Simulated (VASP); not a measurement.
Crystal: HClF2.

```xyz
4
Lattice="3.9947 0.0000 0.0000 0.0000 3.9947 0.0000 0.0000 0.0000 4.5809" Properties=species:S:1:pos:R:3 pbc="T T T"
H     1.9974    1.9974    1.8698
Cl    0.0000    0.0000    2.7285
F     1.9974    0.0000    2.4586
F     0.0000    1.9974    2.4586
```

The cell was generated, and may not be a known phase.

| Quantity | Value |
| --- | --- |
| Program | VASP 6.6.1 |
| Task | relaxation of cell and atoms |
| Functional | PBE |
| Dispersion | D3(BJ) |
| Potentials or basis | VASP PAW PBE potentials, release 64 (H, Cl, F) |
| Cutoff | 600 eV |
| k mesh | 4 × 4 × 4 |
| Occupations | gaussian, width 0.1 eV |
| Spin | collinear spin |
| Starting moments | [0.0, 0.0, 1.0, 1.0] μB |

At the start: pressure 4.4 GPa; volume 18.28 Å³/atom.

Question: How do energy, volume and symmetry change on relaxing?

Answer: Over 17 steps the energy falls by 76.5 meV/atom and the volume is 15.56 Å³/atom (-14.9 %); space group P4mm (No. 99, to 0.1 Å) before, P4/mmm (No. 123, to 0.1 Å); moment 1.00 μB per cell.

Step by step:
| step | energy change (eV) | largest force (eV/Å) | pressure (GPa) | volume (Å³) |
| --- | --- | --- | --- | --- |
| 1 | 0.0000 | 0.3264 | 4.36 | 73.10 |
| 2 | -0.1236 | 0.3641 | -0.25 | 78.44 |
| 3 | -0.1241 | 0.3637 | -0.61 | 78.98 |
| 4 | -0.1242 | 0.3639 | -0.53 | 78.85 |
| 5 | -0.1365 | 0.2934 | -0.50 | 78.39 |
| 6 | -0.1644 | 0.2235 | -0.44 | 77.00 |
| 7 | -0.1957 | 0.2303 | -0.46 | 74.21 |
| 8 | -0.2123 | 0.3711 | -1.04 | 68.54 |
| 9 | -0.2163 | 0.2465 | -0.66 | 71.48 |
| 10 | -0.2438 | 0.2084 | 0.33 | 68.55 |
| 11 | -0.2583 | 0.1463 | 1.87 | 64.75 |
| 12 | -0.2669 | 0.1348 | 1.77 | 64.35 |
| 13 | -0.2879 | 0.0919 | 1.42 | 63.16 |
| 14 | -0.3035 | 0.0208 | 0.70 | 60.71 |
| 15 | -0.3037 | 0.0238 | 0.77 | 60.95 |
| 16 | -0.3053 | 0.0274 | 0.46 | 61.51 |
| 17 | -0.3062 | 0.0323 | 0.07 | 62.24 |

Final structure:
```cif
data_structure
_symmetry_space_group_name_H-M 'P 1'
_symmetry_Int_Tables_number 1
_cell_length_a 4.1836
_cell_length_b 4.1836
_cell_length_c 3.5560
_cell_angle_alpha 90.000
_cell_angle_beta 90.000
_cell_angle_gamma 90.000
_cell_volume 62.24
loop_
_atom_site_label
_atom_site_type_symbol
_atom_site_fract_x
_atom_site_fract_y
_atom_site_fract_z
_atom_site_occupancy
H1 H 0.50000 0.50000 0.51872 1
Cl1 Cl 0.00000 0.00000 0.51062 1
F1 F 0.50000 0.00000 0.52395 1
F2 F 0.00000 0.50000 0.52395 1
```

Caveat: the k points lie up to 0.44 Å⁻¹ apart in the final cell; a cell axis changed by over 15 % at a fixed basis, so the end point is rough.
